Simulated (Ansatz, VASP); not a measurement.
One calculation of Ge, two programs

File INCAR:

```
ALGO = Normal
EDIFF = 1E-8
ENCUT = 520
ISIF = 2
ISMEAR = -1
LASPH = True
LCHARG = False
LEFG = True
LREAL = False
LWAVE = False
NBANDS = 21
NELM = 100
PREC = Accurate
SIGMA = 0.05
```

The input KPOINTS:

```
k-points
0
Gamma
  10 10 10
```

Contents of POSCAR:

```
Ge
1.0
    0.0000000000      2.8193091601      2.8193091601
    2.8193091601      0.0000000000      2.8193091601
    2.8193091601      2.8193091601      0.0000000000
Ge
2
Direct
    0.5000000000      0.5000000000      0.5000000000
    0.7500000000      0.7500000000      0.7500000000
```

Input for Ansatz:

```yaml
crystal:
  lattice:
    - [0.0, 2.8193091601, 2.8193091601]
    - [2.8193091601, 0.0, 2.8193091601]
    - [2.8193091601, 2.8193091601, 0.0]
  atoms:
    - { symbol: Ge, position: [0.5, 0.5, 0.5] }
    - { symbol: Ge, position: [0.75, 0.75, 0.75] }
kpoints:
  mp_grid: { grid: [10, 10, 10] }
scf:
  occupations: { method: fermi_dirac, width: 0.05 }
hamiltonian:
  xc: lda
  pseudopotentials: { kind: all_electron, datasets: crystal }
output:
  forces: true
  stress: true
  eigenvalues: true
  efg: { contact_densities: true }
```

Change from the starting cell: volume scaled by 0.99, crystal datasets.

Alike in both runs: task electric field gradients; functional LDA; k mesh 10 × 10 × 10; occupations fermi-dirac, width 0.05 eV; no spin polarisation.

```csv
,VASP,Ansatz
version,VASP 6.6.1,Ansatz 0.2.0
potentials or method,"VASP PAW LDA potentials, release 64 (Ge_d), cutoff 520 eV","all-electron PAW with datasets made for the crystal, scalar-relativistic"
```

VASP gave:

```
pressure (GPa) : -0.5
```

**Question.** Which values does Ansatz return?

**Answer.** Pressure (GPa): -0.6.

LDA's correlation is that of Perdew and Zunger in VASP and of Perdew and Wang (1992) in Ansatz. Ansatz ran all-electron here, and VASP with PAW potentials.
